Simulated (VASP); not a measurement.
# Ag (I4/mmm) in VASP: further runs

The runs below take Ag through single point, with r2SCAN.

Everything below comes from runs of VASP 6.6.1. Logs are shortened: lines on timing, memory, paths and dates and some standing lists are left out, and cuts for length are marked.

**1. The cell of the first run**

It takes space group I4/mmm (No. 139, tetragonal). The conventional cell has a = 3.432 Å, b = 3.432 Å, c = 3.187 Å, α = 90.00°, β = 90.00°, γ = 90.00°. Ag (site symmetry 4/mmm) has 14 Ag at 2.90 to 3.43 Å within 3.8 Å.

**2. Single point, r2SCAN (strain +0.050 along x and y, -0.025 along z)**

The input, POSCAR:

```
Ag
1.0
   -1.7159810308      1.7159810308      1.5934109572
    1.7159810308     -1.7159810308      1.5934109572
    1.7159810308      1.7159810308     -1.5934109572
Ag
1
Direct
    0.0000000000      0.0000000000      0.0000000000
```

The input, INCAR.step1:

```
PREC = Accurate ; ENCUT = 520
ISMEAR = 0 ; SIGMA = 0.15
LREAL = F ; LASPH = T
NELM = 100 ; NBANDS = 12
GGA = PE ; ALGO = Normal
EDIFF = 1E-4 ; LWAVE = T
LCHARG = F
```

The input, INCAR.step2:

```
PREC = Accurate ; ENCUT = 520
EDIFF = 1E-6 ; ISMEAR = 0
SIGMA = 0.15 ; LREAL = F
LASPH = T ; NELM = 100
ALGO = Normal ; ISIF = 2
LWAVE = F ; LCHARG = F
METAGGA = R2SCAN ; LMIXTAU = T
NBANDS = 12 ; ISTART = 1
```

The input, KPOINTS:

```
regular mesh
0
Gamma
  26 26 26
```

Potentials or basis: VASP PAW PBE potentials, release 64 (Ag).

Command:

```
cat potpaw_PBE.64/Ag/POTCAR > POTCAR
cp INCAR.step1 INCAR
mpirun -np 1 vasp_std > vasp.out
cp INCAR.step2 INCAR
mpirun -np 1 vasp_std > vasp.out
```

OUTCAR:

```text
PREC = Accurate
   ENCUT = 520
   EDIFF = 1E-6
   ISMEAR = 0
   LREAL = F
   LASPH = T
   NELM = 100
   ISIF = 2
   METAGGA = R2SCAN
   ISTART = 1

 ion  position               nearest neighbor table
   1  0.000  0.000  0.000-

  LATTYP: Found a body centered tetragonal cell.
 ALAT       =     3.4319620616
 C/A-ratio  =     0.9285714286

  Lattice vectors:

 A1 = (  -1.7159810308,   1.7159810308,   1.5934109572)
 A2 = (   1.7159810308,  -1.7159810308,   1.5934109572)
 A3 = (   1.7159810308,   1.7159810308,  -1.5934109572)

Analysis of symmetry for initial positions (statically):
=====================================================================
 Subroutine PRICEL returns:
 Original cell was already a primitive cell.

 Routine SETGRP: Setting up the symmetry group for a
 body centered tetragonal supercell.

 Subroutine GETGRP returns: Found 16 space group operations
 (whereof 16 operations were pure point group operations)
 out of a pool of 16 trial point group operations.

The static configuration has the point symmetry D_4h.

Analysis of symmetry for dynamics (positions and initial velocities):
=====================================================================
 Subroutine PRICEL returns:
 Original cell was already a primitive cell.

 Routine SETGRP: Setting up the symmetry group for a
 body centered tetragonal supercell.

 Subroutine GETGRP returns: Found 16 space group operations
 (whereof 16 operations were pure point group operations)
 out of a pool of 16 trial point group operations.

The dynamic configuration has the point symmetry D_4h.

 Subroutine INISYM returns: Found 16 space group operations
 (whereof 16 operations are pure point group operations),
 and found     1 'primitive' translations

----------------------------------------------------------------------------------------

                                     Primitive cell

  volume of cell :      18.7678

  direct lattice vectors                    reciprocal lattice vectors
    -1.715981031  1.715981031  1.593410957     0.000000000  0.291378512  0.313792244
     1.715981031 -1.715981031  1.593410957     0.291378512  0.000000000  0.313792244
     1.715981031  1.715981031 -1.593410957     0.291378512  0.291378512  0.000000000

  length of vectors
     2.903125949  2.903125949  2.903125949     0.428213743  0.428213743  0.412071444

  position of ions in fractional coordinates (direct lattice)
     0.000000000  0.000000000  0.000000000

  ion indices of the primitive-cell ions
   primitive index   ion index
                 1           1

----------------------------------------------------------------------------------------

 KPOINTS: regular mesh

Automatic generation of k-mesh.
 Grid dimensions read from file:
 generate k-points for:   26   26   26

 Generating k-lattice:

  Cartesian coordinates                     Fractional coordinates (reciprocal lattice)
     0.000000000  0.011206866  0.012068932     0.038461538  0.000000000 -0.000000000
     0.011206866  0.000000000  0.012068932     0.000000000  0.038461538 -0.000000000
     0.011206866  0.011206866  0.000000000     0.000000000  0.000000000  0.038461538

  Length of vectors
     0.016469759  0.016469759  0.015848902

  Shift w.r.t. Gamma in fractional coordinates (k-lattice)
     0.000000000  0.000000000  0.000000000

 Subroutine IBZKPT returns following result:
 ===========================================

 Found   1330 irreducible k-points:

 Following reciprocal coordinates:
            Coordinates               Weight
  0.000000  0.000000  0.000000      1.000000
  0.038462 -0.000000  0.000000      8.000000
  0.076923 -0.000000  0.000000      8.000000
  0.115385  0.000000 -0.000000      8.000000
  0.153846  0.000000  0.000000      8.000000
  0.192308 -0.000000  0.000000      8.000000
[... 16 lines left out ...]
  0.346154  0.038462 -0.000000     16.000000
  0.384615  0.038462  0.000000     16.000000
 [... further k-points ...]
   k-points           NKPTS =   1330   k-points in BZ     NKDIM =   1330   number of bands    NBANDS=     12
   number of dos      NEDOS =    301   number of ions     NIONS =      1
   total plane-waves  NPLWV =  13824
   dimension x,y,z NGX =    24 NGY =   24 NGZ =   24
   dimension x,y,z NGXF=    48 NGYF=   48 NGZF=   48
   ions per type =               1
   NGX,Y,Z   is equivalent  to a cutoff of  13.74, 13.74, 13.74 a.u.
   NGXF,Y,Z  is equivalent  to a cutoff of  27.49, 27.49, 27.49 a.u.
 SYSTEM =  unknown system
   PREC   = accura    normal or accurate (medium, high low for compatibility)
   ISTART =      1    job   : 0-new  1-cont  2-samecut
   ICHARG =      0    charge: 1-file 2-atom 10-const
   ISPIN  =      1    spin polarized calculation?
   LNONCOLLINEAR =      F non collinear calculations
   LSORBIT =      F    spin-orbit coupling
   LASPH  =      T    aspherical Exc in radial PAW
   ENCUT  =  520.0 eV  38.22 Ry    6.18 a.u.   5.40  5.40  5.40*2*pi/ulx,y,z
   NELM   =    100;   NELMIN=  2; NELMDL=  0     # of ELM steps
   EDIFF  = 0.1E-05   stopping-criterion for ELM
   LREAL  =      F    real-space projection
   EDIFFG = 0.1E-04   stopping-criterion for IOM
   NSW    =      0    number of steps for IOM
   IBRION =     -1    ionic relax: 0-MD 1-quasi-New 2-CG
   NFREE  =      0    steps in history (QN), initial steepest desc. (CG)
   ISIF   =      2    stress and relaxation
   ISYM   =      2    0-nonsym 1-usesym 2-fastsym
   POTIM  = 0.5000    time-step for ionic-motion
   TEBEG  =    0.0;   TEEND  =   0.0 temperature during run
   PSTRESS=    0.0 pullay stress
   NELECT =      11.0000    total number of electrons
   NUPDOWN=      -1.0000    fix difference up-down
   EMIN   =  10.00;   EMAX   =-10.00  energy-range for DOS
   EFERMI =   0.00;   METHOD = LEGACY
   ISMEAR =     0;   SIGMA  =   0.15  broadening in eV -4-tet -1-fermi 0-gaus
   EFERMI_NEDOS =   21; number of points for ismear=-14 and -15
   IALGO  =     38    algorithm
   IMIX   =      4    mixing-type and parameters
     AMIX     =   0.40;   BMIX     =  1.00
     AMIX_MAG =   1.60;   BMIX_MAG =  1.00
  volume/ion in A,a.u.               =      18.77       126.65
  Fermi-wavevector in a.u.,A,eV,Ry     =   1.370045  2.589009 25.538450  1.877023
  Thomas-Fermi vector in A             =   2.495866
   LORBIT       =      0    0 simple, 1 ext, 2 COOP (PROOUT), +10 PAW based schemes
   METAGGA = R2SCAN    functional components
   LHFCALC =     F    Hartree Fock is set to
   AEXX    =    0.0000 exact exchange contribution
   IVDW    =     0    specifies the selected vdW correction
   LEPSILON=     F    determine dielectric tensor
   LRPA    =     F    only Hartree local field effects (RPA)
 non-spin polarized calculation
 Gauss-broadening in eV      SIGMA  =   0.15
  energy-cutoff  :      520.00
  volume of cell :       18.77
 maximum number of plane-waves:       526
 NGX is ok and might be reduce to    24
   NGX = 11   NGY = 11   NGZ = 11

 number of electron      11.0000004 magnetization

 Free energy of the ion-electron system (eV)
  ---------------------------------------------------
  ext. energy  EPLUGINS =         0.00000000
  ---------------------------------------------------
  free energy    TOTEN  =       -21.30122730 eV

  energy without entropy =      -21.29810830  energy(sigma->0) =      -21.29966780

 E-fermi :   7.2158     XC(G=0): -12.3107

 val. band max:        7.2148400950   @ k =   0.3462   0.0769   0.0769
 cond. band min:       7.2254873838   @ k =   0.5000   0.1154   0.0385
 fundamental gap:      0.0106472888
 Fermi energy:         7.2158377757

 k-point     1 :       0.0000    0.0000    0.0000
  band No.  band energies     occupation
      1      -0.0680      2.00000
      2       2.0713      2.00000
      3       2.3810      2.00000
      4       2.3810      2.00000
      5       3.2108      2.00000
      6       3.5565      2.00000
      7      24.9831      0.00000
      8      24.9831      0.00000
      9      26.4342      0.00000
     10      30.0340      0.00000
     11      30.0340      0.00000
     12      30.8519      0.00000

 k-point     2 :       0.0385   -0.0000    0.0000
  band No.  band energies     occupation
      1      -0.0195      2.00000
      2       2.0796      2.00000
      3       2.3812      2.00000
      4       2.3862      2.00000
      5       3.2128      2.00000
      6       3.5465      2.00000
      7      24.9313      0.00000
      8      25.0010      0.00000
      9      26.2911      0.00000
     10      29.4684      0.00000
     11      29.7081      0.00000
     12      30.4340      0.00000

 k-point     3 :       0.0769   -0.0000    0.0000
  band No.  band energies     occupation
      1       0.1237      2.00000
      2       2.0917      2.00000
      3       2.3818      2.00000
      4       2.4145      2.00000
      5       3.2195      2.00000
      6       3.5192      2.00000
      7      24.7358      0.00000
      8      25.0509      0.00000
      9      25.8186      0.00000
     10      28.7236      0.00000
     11      28.9479      0.00000
     12      29.5832      0.00000
[... 286 lines left out ...]
 k-point    23 :       0.3462    0.0385   -0.0000
  band No.  band energies     occupation
      1       1.1888      2.00000
      2       1.6103      2.00000
      3       3.3050      2.00000
      4       3.5950      2.00000
      5       3.8185      2.00000
      6       5.1809      2.00000
      7      14.6751      0.00000
      8      20.9282      0.00000
      9      21.7531      0.00000
     10      26.1960      0.00000
     11      27.1709      0.00000
     12      31.2677      0.00000

 k-point    24 :       0.3846    0.0385    0.0000
  band No.  band energies     occupation
      1       1.1179      2.00000
      2       1.5550      2.00000
      3       3.3160      2.00000
      4       3.6436      2.00000
      5       4.0161      2.00000
      6       6.0678      2.00000
      7      13.2953      0.00000
      8      20.5645      0.00000
      9      21.2472      0.00000
     10      26.2602      0.00000
     11      27.2281      0.00000
     12      31.5238      0.00000

 [... further k-points ...]
[... 5 lines left out ...]
  --------------------------------------------------------------------------------------
  -------------------------------------------------------------------------------------
  Total       -0.6870399     -0.6870399     -0.7296062      0.0000000      0.0000000      0.0000000
  in kB      -58.6515905    -58.6515905    -62.2854125      0.0000000      0.0000000      0.0000000
  external PRESSURE =     -59.8628645 kB  Pullay stress =       0.0000000 kB

 VOLUME and BASIS-vectors are now :
 -----------------------------------------------------------------------------
  energy-cutoff  :      520.00
  volume of cell :       18.77
      direct lattice vectors                 reciprocal lattice vectors
    -1.715981031  1.715981031  1.593410957     0.000000000  0.291378512  0.313792244
     1.715981031 -1.715981031  1.593410957     0.291378512  0.000000000  0.313792244
     1.715981031  1.715981031 -1.593410957     0.291378512  0.291378512  0.000000000

 POSITION                                       TOTAL-FORCE (eV/Angst)
 -----------------------------------------------------------------------------------
      0.00000      0.00000      0.00000        -0.000000      0.000000      0.000000
 -----------------------------------------------------------------------------------
    total drift:                                0.000000      0.000000      0.000000

  FREE ENERGIE OF THE ION-ELECTRON SYSTEM (eV)
  ---------------------------------------------------
  free  energy   TOTEN  =       -21.3012273004 eV

  energy  without entropy=      -21.2981082984  energy(sigma->0) =      -21.29966780
```

Wall time 4 min (1 thread of Intel Xeon 6975P-C (Granite Rapids), shared host); peak memory 0.39 GiB.

Results:

| Property | Result |
| --- | --- |
| Free energy | -21.3012 eV |
| Pressure | -6.0 GPa |
| Band gap on the k mesh | zero (an odd number of electrons rules out a gap without spin polarisation) |

Levels at points of the mesh, in eV from the Fermi level:
| k point | band 2 | band 3 | band 4 | band 5 | band 6 | band 7 | band 8 | band 9 | band 10 | band 11 |
| --- | --- | --- | --- | --- | --- | --- | --- | --- | --- | --- |
| (0.00, 0.00, 0.00) | -5.14 | -4.83 | -4.83 | -4.01 | -3.66 | 17.77 | 17.77 | 19.22 | 22.82 | 22.82 |
| (0.50, 0.00, 0.00) | -5.73 | -3.86 | -3.53 | -2.93 | 0.36 | 3.97 | 13.09 | 13.64 | 19.00 | 19.87 |
| (0.50, 0.50, 0.00) | -5.38 | -4.10 | -3.80 | -2.97 | -0.07 | 3.22 | 14.34 | 15.34 | 20.30 | 21.67 |
| (0.50, 0.50, 0.50) | -6.18 | -3.17 | -3.17 | -3.07 | 6.22 | 6.22 | 8.39 | 11.34 | 12.39 | 14.32 |

Caveat: the cell differs from its parent crystal (strain +0.050 along x and y, -0.025 along z); the cell stands under tension; the PAW data sets were made with another functional, which shifts forces and pressure a little.

**3. Single point, r2SCAN (strain -0.050 along x and y, +0.025 along z)**

The input, POSCAR:

```
Ag
1.0
   -1.5525542660      1.5525542660      1.6751243396
    1.5525542660     -1.5525542660      1.6751243396
    1.5525542660      1.5525542660     -1.6751243396
Ag
1
Direct
    0.0000000000      0.0000000000      0.0000000000
```

The input, INCAR.step1:

```
SYSTEM = Ag
PREC = Accurate ; ENCUT = 520
ISMEAR = 0 ; SIGMA = 0.15
LREAL = .FALSE. ; LASPH = .TRUE.
NELM = 80 ; NBANDS = 12
GGA = PE ; ALGO = Normal
EDIFF = 1E-4 ; LWAVE = .TRUE.
LCHARG = .FALSE.
```

The input, INCAR.step2:

```
SYSTEM = Ag
PREC = Accurate ; ENCUT = 520
EDIFF = 1E-6 ; ISMEAR = 0
SIGMA = 0.15 ; LREAL = .FALSE.
LASPH = .TRUE. ; NELM = 80
ALGO = Normal ; ISIF = 2
LWAVE = .FALSE. ; LCHARG = .FALSE.
METAGGA = R2SCAN ; LMIXTAU = .TRUE.
NBANDS = 12 ; ISTART = 1
```

The input, KPOINTS:

```
Automatic mesh
0
G
  26 26 26
  0 0 0
```

Potentials or basis: VASP PAW PBE potentials, release 64 (Ag).

Command:

```
cat potpaw_PBE.64/Ag/POTCAR > POTCAR
cp INCAR.step1 INCAR
mpirun -np 1 vasp_std > vasp.out
cp INCAR.step2 INCAR
mpirun -np 1 vasp_std > vasp.out
```

Run time: 15 min. Hardware: 1 thread of Intel Xeon 8259CL, shared host; peak memory 0.36 GiB.

It converged, with:

```yaml
Free_energy: -21.2925 eV
Pressure: 9.6 GPa
Band_gap_on_the_k_mesh: zero (an odd number of electrons rules out a gap without spin polarisation)
```

Stress tensor (GPa, compression positive):
```
 9.22  0.00  0.00
 0.00  9.22  0.00
 0.00  0.00 10.50
```

Levels at points of the mesh, in eV from the Fermi level:
```
           k point  band 4  band 5  band 6  band 7  band 8  band 9
(0.00, 0.00, 0.00)   -5.24   -4.27   -3.87   18.05   19.36   19.36
(0.50, 0.00, 0.00)   -3.82   -2.92   -0.31    4.38   14.53   16.32
(0.50, 0.50, 0.00)   -3.74   -2.83    0.18    5.18   13.34   14.45
(0.50, 0.50, 0.50)   -3.11   -3.11    5.89    8.22    8.22   12.69
```

Caveat: the cell differs from its parent crystal (strain -0.050 along x and y, +0.025 along z); the cell stands under pressure; the PAW data sets were made with another functional, which shifts forces and pressure a little.
